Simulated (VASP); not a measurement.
# Mg3BeTe4 in VASP: a series of runs

Runs on Mg3BeTe4. Level: PBE. Tasks: single point.

Program: VASP 6.6.1. These are calculated values, not measurements. Logs are shortened: lines on timing, memory, paths and dates and some standing lists are left out, and cuts for length are marked.

## Step 1: The cell of the first run

It takes space group P-43m (No. 215, cubic). The conventional cell has a = 6.301 Å, b = 6.301 Å, c = 6.301 Å, α = 90.00°, β = 90.00°, γ = 90.00°. Within 3.7 Å of Mg (site symmetry -42m) lie 4 Te at 2.81 Å. Within 3.3 Å of Be (site symmetry -43m) lie 4 Te at 2.51 Å. Te (site symmetry 3m) has 1 Be at 2.51 Å and 3 Mg at 2.81 Å within 3.3 Å.

## Step 2: Single point, PBE

INCAR reads:

```
SYSTEM = Mg3BeTe4
PREC = Accurate
ENCUT = 520
EDIFF = 1E-7
ISMEAR = 0
SIGMA = 0.2
LREAL = .False.
LASPH = .True.
NELM = 80
ALGO = Normal
ISIF = 2
LWAVE = .False.
LCHARG = .False.
GGA = PE
NBANDS = 26
```

KPOINTS reads:

```
regular mesh
0
Gamma
  3 3 3
  0 0 0
```

POSCAR reads:

```
Mg3BeTe4
1.0
    6.3008754124      0.0000000000      0.0000000000
    0.0000000000      6.3008754124      0.0000000000
    0.0000000000      0.0000000000      6.3008754124
Mg Be Te
3 1 4
Direct
    0.5000000000      0.0000000000      0.5000000000
    0.0000000000      0.5000000000      0.5000000000
    0.5000000000      0.5000000000      0.0000000000
    0.0000000000      0.0000000000      0.0000000000
    0.2296844407      0.7703155593      0.7703155593
    0.7703155593      0.7703155593      0.2296844407
    0.7703155593      0.2296844407      0.7703155593
    0.2296844407      0.2296844407      0.2296844407
```

Potentials or basis: VASP PAW PBE potentials, release 64 (Mg, Be, Te).

Launch:

```bash
$ cat potpaw_PBE.64/Mg/POTCAR potpaw_PBE.64/Be/POTCAR potpaw_PBE.64/Te/POTCAR > POTCAR
$ mpirun -np 1 vasp_std > vasp.out
```

OUTCAR:

```text
SYSTEM = Mg3BeTe4
   PREC = Accurate
   ENCUT = 520
   EDIFF = 1E-7
   ISMEAR = 0
   LREAL = .False.
   LASPH = .True.
   NELM = 80
   ISIF = 2
   GGA = PE

 ion  position               nearest neighbor table
   1  0.500  0.000  0.500-   5 2.81   6 2.81   7 2.81   8 2.81
   2  0.000  0.500  0.500-   5 2.81   6 2.81   7 2.81   8 2.81
   3  0.500  0.500  0.000-   5 2.81   6 2.81   7 2.81   8 2.81
   4  0.000  0.000  0.000-   5 2.51   6 2.51   7 2.51   8 2.51
   5  0.230  0.770  0.770-   4 2.51   2 2.81   3 2.81   1 2.81
   6  0.770  0.770  0.230-   4 2.51   2 2.81   3 2.81   1 2.81
   7  0.770  0.230  0.770-   4 2.51   2 2.81   3 2.81   1 2.81
   8  0.230  0.230  0.230-   4 2.51   2 2.81   3 2.81   1 2.81

  LATTYP: Found a simple cubic cell.
 ALAT       =     6.3008754124

  Lattice vectors:

 A1 = (   6.3008754124,   0.0000000000,   0.0000000000)
 A2 = (   0.0000000000,   6.3008754124,   0.0000000000)
 A3 = (   0.0000000000,   0.0000000000,   6.3008754124)

Analysis of symmetry for initial positions (statically):
=====================================================================
 Subroutine PRICEL returns:
 Original cell was already a primitive cell.

 Routine SETGRP: Setting up the symmetry group for a
 simple cubic supercell.

 Subroutine GETGRP returns: Found 24 space group operations
 (whereof 24 operations were pure point group operations)
 out of a pool of 48 trial point group operations.

The static configuration has the point symmetry T_d .

Analysis of symmetry for dynamics (positions and initial velocities):
=====================================================================
 Subroutine PRICEL returns:
 Original cell was already a primitive cell.

 Routine SETGRP: Setting up the symmetry group for a
 simple cubic supercell.

 Subroutine GETGRP returns: Found 24 space group operations
 (whereof 24 operations were pure point group operations)
 out of a pool of 48 trial point group operations.

The dynamic configuration has the point symmetry T_d .

 Subroutine INISYM returns: Found 24 space group operations
 (whereof 24 operations are pure point group operations),
 and found     1 'primitive' translations

----------------------------------------------------------------------------------------

                                     Primitive cell

  volume of cell :     250.1512

  direct lattice vectors                    reciprocal lattice vectors
     6.300875412  0.000000000  0.000000000     0.158708106  0.000000000  0.000000000
     0.000000000  6.300875412  0.000000000     0.000000000  0.158708106  0.000000000
     0.000000000  0.000000000  6.300875412     0.000000000  0.000000000  0.158708106

  length of vectors
     6.300875412  6.300875412  6.300875412     0.158708106  0.158708106  0.158708106

  position of ions in fractional coordinates (direct lattice)
     0.500000000  0.000000000  0.500000000
     0.000000000  0.500000000  0.500000000
     0.500000000  0.500000000  0.000000000
     0.000000000  0.000000000  0.000000000
     0.229684441  0.770315559  0.770315559
     0.770315559  0.770315559  0.229684441
     0.770315559  0.229684441  0.770315559
     0.229684441  0.229684441  0.229684441

  ion indices of the primitive-cell ions
   primitive index   ion index
                 1           1
                 2           2
                 3           3
                 4           4
                 5           5
                 6           6
                 7           7
                 8           8

----------------------------------------------------------------------------------------

 KPOINTS: regular mesh

Automatic generation of k-mesh.
 Grid dimensions read from file:
 generate k-points for:    3    3    3

 Generating k-lattice:

  Cartesian coordinates                     Fractional coordinates (reciprocal lattice)
     0.052902702  0.000000000  0.000000000     0.333333333  0.000000000  0.000000000
     0.000000000  0.052902702  0.000000000     0.000000000  0.333333333  0.000000000
     0.000000000  0.000000000  0.052902702     0.000000000  0.000000000  0.333333333

  Length of vectors
     0.052902702  0.052902702  0.052902702

  Shift w.r.t. Gamma in fractional coordinates (k-lattice)
     0.000000000  0.000000000  0.000000000

 Subroutine IBZKPT returns following result:
 ===========================================

 Found      4 irreducible k-points:

 Following reciprocal coordinates:
            Coordinates               Weight
  0.000000  0.000000  0.000000      1.000000
  0.333333  0.000000  0.000000      6.000000
  0.333333  0.333333  0.000000     12.000000
  0.333333  0.333333  0.333333      8.000000
   k-points           NKPTS =      4   k-points in BZ     NKDIM =      4   number of bands    NBANDS=     26
   number of dos      NEDOS =    301   number of ions     NIONS =      8
   total plane-waves  NPLWV = 110592
   dimension x,y,z NGX =    48 NGY =   48 NGZ =   48
   dimension x,y,z NGXF=    96 NGYF=   96 NGZF=   96
   ions per type =               3   1   4
   NGX,Y,Z   is equivalent  to a cutoff of  12.66, 12.66, 12.66 a.u.
   NGXF,Y,Z  is equivalent  to a cutoff of  25.33, 25.33, 25.33 a.u.
 SYSTEM =  Mg3BeTe4
   PREC   = accura    normal or accurate (medium, high low for compatibility)
   ISTART =      0    job   : 0-new  1-cont  2-samecut
   ICHARG =      2    charge: 1-file 2-atom 10-const
   ISPIN  =      1    spin polarized calculation?
   LNONCOLLINEAR =      F non collinear calculations
   LSORBIT =      F    spin-orbit coupling
   LASPH  =      T    aspherical Exc in radial PAW
   ENCUT  =  520.0 eV  38.22 Ry    6.18 a.u.  11.72 11.72 11.72*2*pi/ulx,y,z
   NELM   =     80;   NELMIN=  2; NELMDL= -5     # of ELM steps
   EDIFF  = 0.1E-06   stopping-criterion for ELM
   LREAL  =      F    real-space projection
   EDIFFG = 0.1E-05   stopping-criterion for IOM
   NSW    =      0    number of steps for IOM
   IBRION =     -1    ionic relax: 0-MD 1-quasi-New 2-CG
   NFREE  =      0    steps in history (QN), initial steepest desc. (CG)
   ISIF   =      2    stress and relaxation
   ISYM   =      2    0-nonsym 1-usesym 2-fastsym
   POTIM  = 0.5000    time-step for ionic-motion
   TEBEG  =    0.0;   TEEND  =   0.0 temperature during run
   PSTRESS=    0.0 pullay stress
   NELECT =      32.0000    total number of electrons
   NUPDOWN=      -1.0000    fix difference up-down
   EMIN   =  10.00;   EMAX   =-10.00  energy-range for DOS
   EFERMI =   0.00;   METHOD = LEGACY
   ISMEAR =     0;   SIGMA  =   0.20  broadening in eV -4-tet -1-fermi 0-gaus
   EFERMI_NEDOS =   21; number of points for ismear=-14 and -15
   IALGO  =     38    algorithm
   IMIX   =      4    mixing-type and parameters
     AMIX     =   0.40;   BMIX     =  1.00
     AMIX_MAG =   1.60;   BMIX_MAG =  1.00
  volume/ion in A,a.u.               =      31.27       211.01
  Fermi-wavevector in a.u.,A,eV,Ry     =   0.824880  1.558797  9.257764  0.680426
  Thomas-Fermi vector in A             =   1.936641
   LORBIT       =      0    0 simple, 1 ext, 2 COOP (PROOUT), +10 PAW based schemes
   GGA     = PE    functional components
   LHFCALC =     F    Hartree Fock is set to
   AEXX    =    0.0000 exact exchange contribution
   IVDW    =     0    specifies the selected vdW correction
   LEPSILON=     F    determine dielectric tensor
   LRPA    =     F    only Hartree local field effects (RPA)
 non-spin polarized calculation
 Gauss-broadening in eV      SIGMA  =   0.20
  energy-cutoff  :      520.00
  volume of cell :      250.15
 maximum number of plane-waves:      6763
 NGX is ok and might be reduce to    48
   NGX = 23   NGY = 23   NGZ = 23

 number of electron      31.9999997 magnetization

 Free energy of the ion-electron system (eV)
  ---------------------------------------------------
  ext. energy  EPLUGINS =         0.00000000
  ---------------------------------------------------
  free energy    TOTEN  =       -26.51568411 eV

  energy without entropy =      -26.51568411  energy(sigma->0) =      -26.51568411

 E-fermi :   3.3130     XC(G=0):  -8.0391

 val. band max:        2.4216802916   @ k =   0.0000   0.0000   0.0000
 cond. band min:       4.7548694564   @ k =   0.0000   0.0000   0.0000
 fundamental gap:      2.3331891648
 Fermi energy:         3.3130475484

 k-point     1 :       0.0000    0.0000    0.0000
  band No.  band energies     occupation
      1      -8.1751      2.00000
      2      -7.1700      2.00000
      3      -7.1700      2.00000
      4      -7.1700      2.00000
      5      -1.5539      2.00000
      6      -0.7868      2.00000
[... 18 lines left out ...]
     25       7.4512      0.00000
     26       7.4512      0.00000

 k-point     2 :       0.3333    0.0000    0.0000
  band No.  band energies     occupation
      1      -7.9898      2.00000
      2      -7.4349      2.00000
      3      -7.1630      2.00000
      4      -7.1630      2.00000
      5      -1.2724      2.00000
      6      -0.4751      2.00000
[... 18 lines left out ...]
     25       8.2038      0.00000
     26       8.2038      0.00000

 k-point     3 :       0.3333    0.3333    0.0000
  band No.  band energies     occupation
      1      -7.8316      2.00000
      2      -7.3759      2.00000
      3      -7.3579      2.00000
      4      -7.2172      2.00000
      5      -1.1180      2.00000
      6      -0.5765      2.00000
[... 18 lines left out ...]
     25       7.9552      0.00000
     26       8.2247      0.00000

 k-point     4 :       0.3333    0.3333    0.3333
  band No.  band energies     occupation
      1      -7.7081      2.00000
      2      -7.3702      2.00000
      3      -7.3441      2.00000
      4      -7.3441      2.00000
      5      -1.3440      2.00000
      6      -0.8900      2.00000
[... 18 lines left out ...]
     25       7.6902      0.00000
     26       8.5758      0.00000

------------------------ aborting loop because EDIFF is reached ----------------------------------------

  FORCE on cell =-STRESS in cart. coord.  units (eV):
  Direction    XX          YY          ZZ          XY          YZ          ZX
  --------------------------------------------------------------------------------------
  -------------------------------------------------------------------------------------
  Total       -0.0716665     -0.0716665     -0.0716665      0.0000000      0.0000000      0.0000000
  in kB       -0.4590124     -0.4590124     -0.4590124      0.0000000      0.0000000      0.0000000
  external PRESSURE =      -0.4590124 kB  Pullay stress =       0.0000000 kB

 VOLUME and BASIS-vectors are now :
 -----------------------------------------------------------------------------
  energy-cutoff  :      520.00
  volume of cell :      250.15
      direct lattice vectors                 reciprocal lattice vectors
     6.300875412  0.000000000  0.000000000     0.158708106  0.000000000  0.000000000
     0.000000000  6.300875412  0.000000000     0.000000000  0.158708106  0.000000000
     0.000000000  0.000000000  6.300875412     0.000000000  0.000000000  0.158708106

 POSITION                                       TOTAL-FORCE (eV/Angst)
 -----------------------------------------------------------------------------------
      3.15044      0.00000      3.15044        -0.000000     -0.000000      0.000000
      0.00000      3.15044      3.15044        -0.000000     -0.000000      0.000000
      3.15044      3.15044      0.00000        -0.000000     -0.000000      0.000000
      0.00000      0.00000      0.00000        -0.000000     -0.000000      0.000000
      1.44721      4.85366      4.85366         0.005303     -0.005303     -0.005303
      4.85366      4.85366      1.44721        -0.005303     -0.005303      0.005303
      4.85366      1.44721      4.85366        -0.005303      0.005303     -0.005303
      1.44721      1.44721      1.44721         0.005303      0.005303      0.005303
 -----------------------------------------------------------------------------------
    total drift:                               -0.000000     -0.000000      0.000000

  FREE ENERGIE OF THE ION-ELECTRON SYSTEM (eV)
  ---------------------------------------------------
  free  energy   TOTEN  =       -26.5156841099 eV

  energy  without entropy=      -26.5156841099  energy(sigma->0) =      -26.51568411
```

Wall time 23 s (1 thread of AMD EPYC 9R45 (Zen 5), shared host); peak memory 0.29 GiB.

What came out:

- Free energy: -26.5157 eV
- Pressure: 0.0 GPa
- Largest force: 0.009 eV/Å
- Band gap on the k mesh: 2.33 eV

Forces on the atoms (eV/Å):
```
Mg   0.000  0.000  0.000
Mg   0.000  0.000  0.000
Mg   0.000  0.000  0.000
Be   0.000  0.000  0.000
Te   0.005 -0.005 -0.005
Te  -0.005 -0.005  0.005
Te  -0.005  0.005 -0.005
Te   0.005  0.005  0.005
```

Levels at points of the mesh, in eV from the valence-band top:
```tsv
k point	band 13	band 14	band 15	band 16	band 17	band 18	band 19	band 20
(0.00, 0.00, 0.00)	-1.24	0.00	0.00	0.00	2.33	2.68	2.68	2.68
```

Caveat: spin-orbit coupling is left out, which moves the levels of the heavy elements.

## Step 3: Single point, PBE

This run uses another cell than the first one, of 31.19 Å³/atom.

INCAR reads:

```
  ALGO = Normal
  EDIFF = 1E-6
  ENCUT = 520
  GGA = PE
  ISIF = 2
  ISMEAR = 0
  LASPH = T
  LCHARG = T
  LELF = T
  LREAL = F
  LVHAR = T
  LWAVE = F
  NBANDS = 26
  NELM = 60
  PREC = Accurate
  SIGMA = 0.1
```

KPOINTS reads:

```
k-points
0
Gamma
  2 2 2
```

POSCAR reads:

```
Mg3BeTe4
1.0
    6.2955427394      0.0000000000      0.0000000000
    0.0000000000      6.2955427394      0.0000000000
    0.0000000000      0.0000000000      6.2955427394
Mg Be Te
3 1 4
Direct
    0.5000000000      1.0000000000      0.5000000000
    0.0000000000      0.5000000000      0.5000000000
    0.5000000000      0.5000000000      1.0000000000
    0.0000000000      0.0000000000      0.0000000000
    0.2296359656      0.7703640344      0.7703640344
    0.7703640344      0.7703640344      0.2296359656
    0.7703640344      0.2296359656      0.7703640344
    0.2296359656      0.2296359656      0.2296359656
```

Potentials or basis: VASP PAW PBE potentials, release 64 (Mg, Be, Te).

Launch:

```bash
$ cat potpaw_PBE.64/Mg/POTCAR potpaw_PBE.64/Be/POTCAR potpaw_PBE.64/Te/POTCAR > POTCAR
$ mpirun -np 1 vasp_std > vasp.out
```

Run time: 23 s. Hardware: 1 thread of AMD EPYC 9R45 (Zen 5), shared host; peak memory 0.29 GiB.

It converged, with:

```
Free energy            : -26.3677 eV
Pressure               : 0.2 GPa
Largest force          : 0.019 eV/Å
Band gap on the k mesh : 2.34 eV
```

Forces in eV/Å, atoms in the order of the input:
```
Mg   0.000  0.000  0.000
Mg   0.000  0.000  0.000
Mg   0.000  0.000  0.000
Be   0.000  0.000  0.000
Te   0.011 -0.011 -0.011
Te  -0.011 -0.011  0.011
Te  -0.011  0.011 -0.011
Te   0.011  0.011  0.011
```

Levels at points of the mesh, in eV from the valence-band top:
```csv
k point,band 13,band 14,band 15,band 16,band 17,band 18,band 19,band 20
"(0.00, 0.00, 0.00)",-1.25,0.00,0.00,0.00,2.34,2.67,2.67,2.67
"(0.50, 0.00, 0.00)",-0.96,-0.96,-0.54,-0.54,3.29,3.71,3.92,4.35
"(0.50, 0.50, 0.00)",-0.71,-0.71,-0.58,-0.25,3.43,3.74,4.45,4.45
"(0.50, 0.50, 0.50)",-0.39,-0.39,-0.39,-0.39,2.49,3.12,3.12,3.12
```

Caveat: the k points lie up to 0.50 Å⁻¹ apart; spin-orbit coupling is left out, which moves the levels of the heavy elements.

(Part 1 of 2 ends here.)
